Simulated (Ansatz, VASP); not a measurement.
**Zn in VASP and in Ansatz**

```xyz
1
Lattice="0.0000 1.9648 1.9648 1.9648 0.0000 1.9648 1.9648 1.9648 0.0000" Properties=species:S:1:pos:R:3 pbc="T T T"
Zn    0.0000    0.0000    0.0000
```

Alike in both runs: task electric field gradients; functional revPBE; dispersion D3(BJ); k mesh 18 × 18 × 18; occupations fermi-dirac, width 0.05 eV; no spin polarisation.

|  | VASP | Ansatz |
| --- | --- | --- |
| version | VASP 6.6.1 | Ansatz 0.2.0 |
| potentials or method | VASP PAW PBE potentials, release 64 (Zn) | JTH PAW |
| plane-wave cutoff (eV) | 400 | 1080 |
| valence electrons in the cell | 12 | 12 |

VASP gave:

- gap on the k mesh at the Fermi level (eV): none
- pressure (GPa): -6.7

Task: What did Ansatz give for the same quantities?

Result: gap on the k mesh at the Fermi level (eV): none; pressure (GPa): -6.4.

VASP's potentials were made for PBE, not for revPBE. A gap of «none» marks a metal or a gap that the smearing closes.
